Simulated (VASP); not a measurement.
A run of VASP 6.6.1:

The input INCAR:

```
SYSTEM = SnSe
PREC = Accurate ; ENCUT = 520
EDIFF = 1E-7 ; ISMEAR = -1
SIGMA = 0.08 ; LREAL = .False.
LASPH = .True. ; NELM = 100
ALGO = Normal ; ISIF = 2
LWAVE = .False. ; LCHARG = .False.
GGA = PS ; NBANDS = 17
```

File KPOINTS:

```
Automatic mesh
0
Gamma
  12 12 12
  0 0 0
```

The input POSCAR:

```
SnSe
1.0
    0.0000000000      3.1869872263      3.1869872263
    3.1869872263      0.0000000000      3.1869872263
    3.1869872263      3.1869872263      0.0000000000
Sn Se
1 1
Direct
    0.0000000000      0.0000000000      0.0000000000
    0.2500000000      0.2500000000      0.2500000000
```

Potentials or basis: VASP PAW PBE potentials, release 64 (Sn_d, Se).

The run is started by

```bash
$ cat potpaw_PBE.64/Sn_d/POTCAR potpaw_PBE.64/Se/POTCAR > POTCAR
$ mpirun -np 1 vasp_std > vasp.out
```

Hardware: 1 thread of Intel Xeon 6975P-C (shared host).

**Question.** Estimate the wall time of this run.

**Answer.** It took 79 s on 1 thread of Intel Xeon 6975P-C (shared host), peak memory 0.26 GiB. Counts: scf iterations 13, k points 72.
